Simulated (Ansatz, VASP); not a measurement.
# One calculation of NaH, two programs

```
Na H
1.0
     2.29707    2.29707    0.00000
    -2.29707    2.29707    0.00000
     0.00000    2.29707    2.29707
Na H
1 1
Direct
  0.00000 0.00000 0.00000
  0.50000 0.50000 0.00000
```

Alike in both runs: task single point; functional r2SCAN; k mesh 8 × 8 × 8; no spin polarisation.

|  | VASP | Ansatz |
| --- | --- | --- |
| version | VASP 6.6.1 | Ansatz 0.2.0 |
| potentials or method | VASP PAW PBE potentials, release 64 (Na_pv, H) | PAW with Ansatz's default frozen-core files, scalar-relativistic |
| plane-wave cutoff (eV) | 520 | 500 |
| occupations | gaussian, width 0.01 eV | fixed |
| valence electrons in the cell | 8 | 10 |

VASP gave:

- gap on the k mesh at the Fermi level (eV): 4.65
- pressure (GPa): 3.5

Which values does Ansatz return?

gap on the k mesh at the Fermi level (eV): 4.64; pressure (GPa): 4.0.

VASP's potentials were made for PBE, not for r2SCAN. VASP's potentials hold 8 valence electrons a cell and Ansatz's 10, so a difference there can come from the potentials and not from the codes.
